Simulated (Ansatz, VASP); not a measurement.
**AgBr in VASP and in Ansatz**

Contents of INCAR:

```
SYSTEM = AgBr
PREC = Accurate
ENCUT = 500
EDIFF = 1E-6
ISMEAR = 0
SIGMA = 0.01
LREAL = .False.
LASPH = .True.
NELM = 120
ALGO = Normal
ISIF = 2
LWAVE = .False.
LCHARG = .True.
GGA = PE
LELF = .True.
LVHAR = .True.
NBANDS = 16
GGA_COMPAT = .False.
```

Contents of KPOINTS:

```
regular mesh
0
Gamma
  4 4 4
  0 0 0
```

Contents of POSCAR:

```
AgBr
1.0
    4.0590050000      0.0000000000      0.0000000000
    2.0295025000      3.5152014441      0.0000000000
    2.0295025000      1.1717338147      3.3141637045
Ag Br
1 1
Direct
    0.0000000000      0.0000000000      0.0000000000
    0.5000000000      0.5000000000      0.5000000000
```

Input for Ansatz:

```yaml
crystal:
  lattice:
    - [4.059005, 0.0, 0.0]
    - [2.0295025000000004, 3.515201444088055, 0.0]
    - [2.0295025000000004, 1.1717338146960186, 3.314163704468544]
  atoms:
    - { symbol: Ag, position: [0.0, 0.0, 0.0] }
    - { symbol: Br, position: [0.5000000000000001, 0.49999999999999994, 0.5] }
accuracy: low
basis:
  ecutwfc: 530.0
  xc_grid: 3
kpoints:
  mp_grid:
    grid: [4, 4, 4]
hamiltonian:
  xc: pbe
scf:
  max_iter: 200
  n_extra_bands: 2
  occupations:
    method: fixed
output:
  forces: true
  stress: true
```

Alike in both runs: task single point; functional PBE; k mesh 4 × 4 × 4; no spin polarisation.

```csv
,VASP,Ansatz
version,VASP 6.6.1,Ansatz 0.2.0
potentials or method,"VASP PAW PBE potentials, release 64 (Ag, Br), cutoff 500 eV","plane waves, PAW"
occupations,"gaussian, width 0.01 eV",fixed
valence electrons in the cell,18,26
```

|  | VASP | Ansatz | Ansatz less VASP |
| --- | --- | --- | --- |
| pressure (GPa) | 2.6 | 2.6 | +0.04 |

VASP's potentials hold 18 valence electrons a cell and Ansatz's 26, so a difference there can come from the potentials and not from the codes.

The k mesh is coarse, so the values compare programs but aren't converged.
